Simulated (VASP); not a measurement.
A run of VASP 6.6.1 is set up as follows.

The input POSCAR:

```
Cu
1.0
    2.5087560300      0.0000000000      0.0000000000
   -1.2543775200      2.1726460800      0.0000000000
    0.0000000000      0.0000000000      4.1960728497
Cu
2
Direct
    0.3333333333      0.6666666667      0.2500000000
    0.6666666667      0.3333333333      0.7500000000
```

File INCAR.step1:

```
SYSTEM = Cu
PREC = Accurate
ENCUT = 520
ISMEAR = -1
SIGMA = 0.1
LREAL = .FALSE.
LASPH = .TRUE.
NELM = 100
NBANDS = 18
GGA = PE
ALGO = Normal
EDIFF = 1E-4
LWAVE = .TRUE.
LCHARG = .FALSE.
```

The input INCAR.step2:

```
SYSTEM = Cu
PREC = Accurate
ENCUT = 520
EDIFF = 1E-7
ISMEAR = -1
SIGMA = 0.1
LREAL = .FALSE.
LASPH = .TRUE.
NELM = 100
ALGO = Normal
ISIF = 2
LWAVE = .FALSE.
LCHARG = .TRUE.
METAGGA = R2SCAN
LMIXTAU = .TRUE.
LELF = .TRUE.
LVHAR = .TRUE.
NBANDS = 18
ISTART = 1
```

The input KPOINTS:

```
Automatic mesh
0
G
  16 16 9
  0 0 0
```

Potentials or basis: VASP PAW PBE potentials, release 64 (Cu).

The run is started by

```console
$ cat potpaw_PBE.64/Cu/POTCAR > POTCAR
$ cp INCAR.step1 INCAR
$ mpirun -np 1 vasp_std > vasp.out
$ cp INCAR.step2 INCAR
$ mpirun -np 1 vasp_std > vasp.out
```

(1) Estimate the band gap on the k mesh.

(2) What does it give for the pressure?

## Answers

(1) zero (band 11 reaches 11.46 eV, above the bottom of band 12 at 5.75 eV).

(2) 1.1 GPa.

Caveat: the PAW data sets were made with another functional, which shifts forces and pressure a little.
